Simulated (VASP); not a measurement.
Here is a VASP 6.6.1 calculation.

Contents of INCAR:

```
PREC = Accurate
ENCUT = 500
EDIFF = 1E-6
ISMEAR = 0
SIGMA = 0.1
LREAL = F
LASPH = T
NELM = 120
ALGO = Normal
ISIF = 2
LWAVE = F
LCHARG = F
GGA = PS
NBANDS = 17
GGA_COMPAT = F
```

Contents of KPOINTS:

```
regular mesh
0
Gamma
  12 12 12
```

The input POSCAR:

```
Ba
1.0
   -3.8448152776      3.8448152776      2.0320124289
    3.8448152776     -3.8448152776      2.0320124289
    3.8448152776      3.8448152776     -2.0320124289
Ba
2
Direct
    0.7500000000      0.2500000000      0.5000000000
    0.0000000000      0.0000000000      0.0000000000
```

Potentials or basis: VASP PAW PBE potentials, release 64 (Ba_sv).

Run with:

```console
$ cat potpaw_PBE.64/Ba_sv/POTCAR > POTCAR
$ mpirun -np 1 vasp_std > vasp.out
```

(1) What does it give for the pressure?

(2) What does it give for the band gap on the k mesh?

Results:

(1) -0.6 GPa.

(2) zero (band 10 reaches 1.74 eV, above the bottom of band 11 at 1.47 eV).

Caveat: the cell differs from its parent crystal (Sr replaced by Ba, lengths x 1.062, strained); the PAW data sets were made with another functional, which shifts forces and pressure a little; spin-orbit coupling is left out, which moves the levels of the heavy elements.
